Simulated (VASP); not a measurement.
Here is a VASP 6.6.1 calculation.

Contents of INCAR:

```
SYSTEM = Hf2ZrGe3
PREC = Accurate ; ENCUT = 500
EDIFF = 1E-6 ; ISMEAR = 0
SIGMA = 0.2 ; LREAL = .False.
LASPH = .True. ; NELM = 120
ALGO = Normal ; ISIF = 2
LWAVE = .False. ; LCHARG = .False.
GGA = PE ; NBANDS = 46
GGA_COMPAT = .False.
```

The input KPOINTS:

```
Automatic mesh
0
Gamma
  3 3 4
  0 0 0
```

POSCAR

```
Hf2ZrGe3
1.0
    9.0068653457      0.0000000000      0.0000000000
   -4.5034326729      7.8001741979      0.0000000000
    0.0000000000      0.0000000000      2.7077062367
Zr Hf Ge
1 2 3
Direct
    0.0000000000      0.0000000000      0.0000000000
    0.3333333333      0.6666666667      0.5000000000
    0.6666666667      0.3333333333      0.5000000000
    0.5000000000      0.0000000000      0.5000000000
    0.0000000000      0.5000000000      0.5000000000
    0.5000000000      0.5000000000      0.5000000000
```

Potentials or basis: VASP PAW PBE potentials, release 64 (Zr_sv, Hf_pv, Ge_d).

The run is started by

```bash
$ cat potpaw_PBE.64/Zr_sv/POTCAR potpaw_PBE.64/Hf_pv/POTCAR potpaw_PBE.64/Ge_d/POTCAR > POTCAR
$ mpirun -np 1 vasp_std > vasp.out
```

Task: What does it give for the pressure?

Result: 0.5 GPa.

Task: Estimate the band gap on the k mesh.

Result: Zero (bands 37 and 38 overlap by 0.78 eV).

Stress tensor (GPa, compression positive):
```
0.62 0.00 0.00
0.00 0.62 0.00
0.00 0.00 0.30
```

Caveat: the k points lie up to 0.58 Å⁻¹ apart, too coarse for converged energies and pressures of a metal; spin-orbit coupling is left out, which moves the levels of the heavy elements.
